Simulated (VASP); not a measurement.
# BP (zincblende type) (F-43m) in VASP: further runs

The runs below take BP (zincblende type) through single point, relaxation of cell and atoms, with PBE.

Everything below comes from runs of VASP 6.6.1. Logs are shortened: lines on timing, memory, paths and dates and some standing lists are left out, and cuts for length are marked.

## 1. The cell of the first run

It takes space group F-43m (No. 216, cubic). The conventional cell has a = 3.920 Å, b = 3.920 Å, c = 3.920 Å, α = 90.00°, β = 90.00°, γ = 90.00°. B (site symmetry -43m) has 4 P at 1.70 Å within 2.3 Å. P (site symmetry -43m) has 4 B at 1.70 Å within 2.3 Å.

## 2. Single point, PBE (7.53 Å³/atom)

INCAR reads:

```
SYSTEM = BP
PREC = Accurate
ENCUT = 500
EDIFF = 1E-6
ISMEAR = -1
SIGMA = 0.08
LREAL = .FALSE.
LASPH = .TRUE.
NELM = 120
ALGO = Normal
ISIF = 2
LWAVE = .FALSE.
LCHARG = .FALSE.
GGA = PE
NBANDS = 11
GGA_COMPAT = .FALSE.
```

KPOINTS reads:

```
Automatic mesh
0
G
  15 15 15
  0 0 0
```

POSCAR reads:

```
BP
1.0
    0.0000000000      1.9598421562      1.9598421562
    1.9598421562      0.0000000000      1.9598421562
    1.9598421562      1.9598421562      0.0000000000
B P
1 1
Direct
    0.0000000000      0.0000000000      0.0000000000
    0.2500000000      0.2500000000      0.2500000000
```

Potentials or basis: VASP PAW PBE potentials, release 64 (B, P).

Run with:

```
> cat potpaw_PBE.64/B/POTCAR potpaw_PBE.64/P/POTCAR > POTCAR
> mpirun -np 1 vasp_std > vasp.out
```

OUTCAR:

```text
SYSTEM = BP
   PREC = Accurate
   ENCUT = 500
   EDIFF = 1E-6
   ISMEAR = -1
   LREAL = .FALSE.
   LASPH = .TRUE.
   NELM = 120
   ISIF = 2
   GGA = PE

 ion  position               nearest neighbor table
   1  0.000  0.000  0.000-   2 1.70   2 1.70   2 1.70   2 1.70
   2  0.250  0.250  0.250-   1 1.70   1 1.70   1 1.70   1 1.70

  LATTYP: Found a face centered cubic cell.
 ALAT       =     3.9196843124

  Lattice vectors:

 A1 = (   0.0000000000,   1.9598421562,   1.9598421562)
 A2 = (   1.9598421562,   0.0000000000,   1.9598421562)
 A3 = (   1.9598421562,   1.9598421562,   0.0000000000)

Analysis of symmetry for initial positions (statically):
=====================================================================
 Subroutine PRICEL returns:
 Original cell was already a primitive cell.

 Routine SETGRP: Setting up the symmetry group for a
 face centered cubic supercell.

 Subroutine GETGRP returns: Found 24 space group operations
 (whereof 24 operations were pure point group operations)
 out of a pool of 48 trial point group operations.

The static configuration has the point symmetry T_d .

Analysis of symmetry for dynamics (positions and initial velocities):
=====================================================================
 Subroutine PRICEL returns:
 Original cell was already a primitive cell.

 Routine SETGRP: Setting up the symmetry group for a
 face centered cubic supercell.

 Subroutine GETGRP returns: Found 24 space group operations
 (whereof 24 operations were pure point group operations)
 out of a pool of 48 trial point group operations.

The dynamic configuration has the point symmetry T_d .

 Subroutine INISYM returns: Found 24 space group operations
 (whereof 24 operations are pure point group operations),
 and found     1 'primitive' translations

----------------------------------------------------------------------------------------

                                     Primitive cell

  volume of cell :      15.0554

  direct lattice vectors                    reciprocal lattice vectors
     0.000000000  1.959842156  1.959842156    -0.255122586  0.255122586  0.255122586
     1.959842156  0.000000000  1.959842156     0.255122586 -0.255122586  0.255122586
     1.959842156  1.959842156  0.000000000     0.255122586  0.255122586 -0.255122586

  length of vectors
     2.771635357  2.771635357  2.771635357     0.441885282  0.441885282  0.441885282

  position of ions in fractional coordinates (direct lattice)
     0.000000000  0.000000000  0.000000000
     0.250000000  0.250000000  0.250000000

  ion indices of the primitive-cell ions
   primitive index   ion index
                 1           1
                 2           2

----------------------------------------------------------------------------------------

 KPOINTS: Automatic mesh

Automatic generation of k-mesh.
 Grid dimensions read from file:
 generate k-points for:   15   15   15

 Generating k-lattice:

  Cartesian coordinates                     Fractional coordinates (reciprocal lattice)
    -0.017008172  0.017008172  0.017008172     0.066666667  0.000000000  0.000000000
     0.017008172 -0.017008172  0.017008172     0.000000000  0.066666667  0.000000000
     0.017008172  0.017008172 -0.017008172     0.000000000  0.000000000  0.066666667

  Length of vectors
     0.029459019  0.029459019  0.029459019

  Shift w.r.t. Gamma in fractional coordinates (k-lattice)
     0.000000000  0.000000000  0.000000000

 Subroutine IBZKPT returns following result:
 ===========================================

 Found    120 irreducible k-points:

 Following reciprocal coordinates:
            Coordinates               Weight
  0.000000  0.000000  0.000000      1.000000
  0.066667  0.000000  0.000000      8.000000
  0.133333  0.000000  0.000000      8.000000
  0.200000  0.000000  0.000000      8.000000
  0.266667  0.000000  0.000000      8.000000
  0.333333  0.000000  0.000000      8.000000
[... 16 lines left out ...]
  0.133333  0.133333  0.000000      6.000000
  0.200000  0.133333  0.000000     24.000000
 [... further k-points ...]
   k-points           NKPTS =    120   k-points in BZ     NKDIM =    120   number of bands    NBANDS=     11
   number of dos      NEDOS =    301   number of ions     NIONS =      2
   total plane-waves  NPLWV =   8000
   dimension x,y,z NGX =    20 NGY =   20 NGZ =   20
   dimension x,y,z NGXF=    40 NGYF=   40 NGZF=   40
   ions per type =               1   1
   NGX,Y,Z   is equivalent  to a cutoff of  12.00, 12.00, 12.00 a.u.
   NGXF,Y,Z  is equivalent  to a cutoff of  23.99, 23.99, 23.99 a.u.
 SYSTEM =  BP
   PREC   = accura    normal or accurate (medium, high low for compatibility)
   ISTART =      0    job   : 0-new  1-cont  2-samecut
   ICHARG =      2    charge: 1-file 2-atom 10-const
   ISPIN  =      1    spin polarized calculation?
   LNONCOLLINEAR =      F non collinear calculations
   LSORBIT =      F    spin-orbit coupling
   LASPH  =      T    aspherical Exc in radial PAW
   ENCUT  =  500.0 eV  36.75 Ry    6.06 a.u.   5.05  5.05  5.05*2*pi/ulx,y,z
   NELM   =    120;   NELMIN=  2; NELMDL= -5     # of ELM steps
   EDIFF  = 0.1E-05   stopping-criterion for ELM
   LREAL  =      F    real-space projection
   EDIFFG = 0.1E-04   stopping-criterion for IOM
   NSW    =      0    number of steps for IOM
   IBRION =     -1    ionic relax: 0-MD 1-quasi-New 2-CG
   NFREE  =      0    steps in history (QN), initial steepest desc. (CG)
   ISIF   =      2    stress and relaxation
   ISYM   =      2    0-nonsym 1-usesym 2-fastsym
   POTIM  = 0.5000    time-step for ionic-motion
   TEBEG  =    0.0;   TEEND  =   0.0 temperature during run
   PSTRESS=    0.0 pullay stress
   NELECT =       8.0000    total number of electrons
   NUPDOWN=      -1.0000    fix difference up-down
   EMIN   =  10.00;   EMAX   =-10.00  energy-range for DOS
   EFERMI =   0.00;   METHOD = LEGACY
   ISMEAR =    -1;   SIGMA  =   0.08  broadening in eV -4-tet -1-fermi 0-gaus
   EFERMI_NEDOS =   21; number of points for ismear=-14 and -15
   IALGO  =     38    algorithm
   IMIX   =      4    mixing-type and parameters
     AMIX     =   0.40;   BMIX     =  1.00
     AMIX_MAG =   1.60;   BMIX_MAG =  1.00
  volume/ion in A,a.u.               =       7.53        50.80
  Fermi-wavevector in a.u.,A,eV,Ry     =   1.325990  2.505759 23.922453  1.758251
  Thomas-Fermi vector in A             =   2.455410
   LORBIT       =      0    0 simple, 1 ext, 2 COOP (PROOUT), +10 PAW based schemes
   GGA     = PE    functional components
   LHFCALC =     F    Hartree Fock is set to
   AEXX    =    0.0000 exact exchange contribution
   IVDW    =     0    specifies the selected vdW correction
   LEPSILON=     F    determine dielectric tensor
   LRPA    =     F    only Hartree local field effects (RPA)
 non-spin polarized calculation
  energy-cutoff  :      500.00
  volume of cell :       15.06
 maximum number of plane-waves:       391
   NGX = 11   NGY = 11   NGZ = 11

 number of electron       8.0000001 magnetization

 Free energy of the ion-electron system (eV)
  ---------------------------------------------------
  ext. energy  EPLUGINS =         0.00000000
  ---------------------------------------------------
  free energy    TOTEN  =        -9.89550834 eV

  energy without entropy =       -9.89519954  energy(sigma->0) =       -9.89535394

 E-fermi :  13.5851     XC(G=0): -12.8922

 val. band max:       13.3708636008   @ k =   0.0000   0.0000   0.0000
 cond. band min:      13.7573132918   @ k =   0.4667   0.4667   0.0000
 fundamental gap:      0.3864496910
 Fermi energy:        13.5850609636

 k-point     1 :       0.0000    0.0000    0.0000
  band No.  band energies     occupation
      1      -6.4420      2.00000
      2      13.3709      1.87137
      3      13.3709      1.87137
      4      13.3709      1.87137
      5      18.0763      0.00000
      6      18.0763      0.00000
      7      18.0763      0.00000
      8      27.1440      0.00000
      9      27.1440      0.00000
     10      27.4187      0.00000
     11      29.6309      0.00000

 k-point     2 :       0.0667    0.0000    0.0000
  band No.  band energies     occupation
      1      -6.3305      2.00000
      2      12.5692      1.99999
      3      13.1956      1.98474
      4      13.1956      1.98474
      5      18.3359      0.00000
      6      18.3359      0.00000
      7      18.4901      0.00000
      8      26.5787      0.00000
      9      26.5787      0.00000
     10      27.3442      0.00000
     11      29.8637      0.00000

 k-point     3 :       0.1333    0.0000    0.0000
  band No.  band energies     occupation
      1      -5.9967      2.00000
      2      10.8010      2.00000
      3      12.7860      1.99991
      4      12.7860      1.99991
      5      18.9183      0.00000
      6      18.9183      0.00000
      7      19.1720      0.00000
      8      25.6846      0.00000
      9      25.6846      0.00000
     10      27.0611      0.00000
     11      30.4610      0.00000

 k-point     4 :       0.2000    0.0000    0.0000
  band No.  band energies     occupation
      1      -5.4431      2.00000
      2       8.7213      2.00000
      3      12.3230      2.00000
      4      12.3230      2.00000
      5      19.3875      0.00000
      6      19.3875      0.00000
      7      19.6729      0.00000
      8      25.3357      0.00000
      9      25.3357      0.00000
     10      26.6037      0.00000
     11      31.1839      0.00000

 k-point     5 :       0.2667    0.0000    0.0000
  band No.  band energies     occupation
      1      -4.6749      2.00000
      2       6.5955      2.00000
      3      11.9107      2.00000
      4      11.9107      2.00000
      5      19.3974      0.00000
      6      19.3974      0.00000
      7      19.9662      0.00000
      8      25.9453      0.00000
      9      25.9453      0.00000
     10      26.1037      0.00000
     11      31.9464      0.00000
[... 211 lines left out ...]
 k-point    21 :      -0.1333    0.0667    0.0000
  band No.  band energies     occupation
      1      -5.7378      2.00000
      2      10.1532      2.00000
      3      11.5318      2.00000
      4      13.0706      1.99678
      5      18.6972      0.00000
      6      19.2702      0.00000
      7      20.1033      0.00000
      8      24.4574      0.00000
      9      25.2004      0.00000
     10      28.3104      0.00000
     11      31.0843      0.00000

 k-point    22 :      -0.0667    0.0667    0.0000
  band No.  band energies     occupation
      1      -6.1450      2.00000
      2      11.9115      2.00000
      3      12.1761      2.00000
      4      13.3103      1.93754
      5      18.3056      0.00000
      6      18.7277      0.00000
      7      19.3275      0.00000
      8      25.3797      0.00000
      9      26.0002      0.00000
     10      27.9724      0.00000
     11      30.4061      0.00000

 k-point    23 :       0.1333    0.1333    0.0000
  band No.  band energies     occupation
      1      -5.8484      2.00000
      2      11.5755      2.00000
      3      11.5755      2.00000
      4      12.2916      2.00000
      5      16.9336      0.00000
      6      20.5434      0.00000
      7      20.5434      0.00000
      8      22.4430      0.00000
      9      27.7776      0.00000
     10      28.8341      0.00000
     11      31.6285      0.00000

 k-point    24 :       0.2000    0.1333    0.0000
  band No.  band energies     occupation
      1      -5.4422      2.00000
      2      10.1686      2.00000
      3      11.0024      2.00000
      4      12.0222      2.00000
      5      16.8302      0.00000
      6      21.1496      0.00000
      7      21.3943      0.00000
      8      21.5230      0.00000
      9      27.8125      0.00000
     10      29.2941      0.00000
     11      32.1927      0.00000

 [... further k-points ...]

------------------------ aborting loop because EDIFF is reached ----------------------------------------

  FORCE on cell =-STRESS in cart. coord.  units (eV):
  Direction    XX          YY          ZZ          XY          YZ          ZX
  --------------------------------------------------------------------------------------
  -------------------------------------------------------------------------------------
  Total       15.2771221     15.2771221     15.2771221      0.0000000      0.0000000      0.0000000
  in kB     1625.7690489   1625.7690489   1625.7690489      0.0000000      0.0000000      0.0000000
  external PRESSURE =    1625.7690489 kB  Pullay stress =       0.0000000 kB

 VOLUME and BASIS-vectors are now :
 -----------------------------------------------------------------------------
  energy-cutoff  :      500.00
  volume of cell :       15.06
      direct lattice vectors                 reciprocal lattice vectors
     0.000000000  1.959842156  1.959842156    -0.255122586  0.255122586  0.255122586
     1.959842156  0.000000000  1.959842156     0.255122586 -0.255122586  0.255122586
     1.959842156  1.959842156  0.000000000     0.255122586  0.255122586 -0.255122586

 POSITION                                       TOTAL-FORCE (eV/Angst)
 -----------------------------------------------------------------------------------
      0.00000      0.00000      0.00000         0.000000     -0.000000     -0.000000
      0.97992      0.97992      0.97992        -0.000000      0.000000      0.000000
 -----------------------------------------------------------------------------------
    total drift:                               -0.000000     -0.000000     -0.000000

  FREE ENERGIE OF THE ION-ELECTRON SYSTEM (eV)
  ---------------------------------------------------
  free  energy   TOTEN  =        -9.8955083443 eV

  energy  without entropy=       -9.8951995392  energy(sigma->0) =       -9.89535394
```

It took 8.2 s on 1 thread of AMD EPYC 9R45 (Zen 5), shared host; peak memory 0.1 GiB.

Results:

```yaml
Free_energy: -9.8955 eV
Pressure: 162.6 GPa
Band_gap_on_the_k_mesh: 0.39 eV (least direct gap 4.64 eV)
```

Levels at points of the mesh, in eV from the valence-band top:
```tsv
k point	band 1	band 2	band 3	band 4	band 5	band 6	band 7	band 8	band 9
(0.00, 0.00, 0.00)	-19.81	0.00	0.00	0.00	4.71	4.71	4.71	13.77	13.77
```

Caveat: the cell stands under pressure; an odd mesh through Γ misses points on the zone boundary, where band edges can lie.

(Part 1 of 2 ends here.)
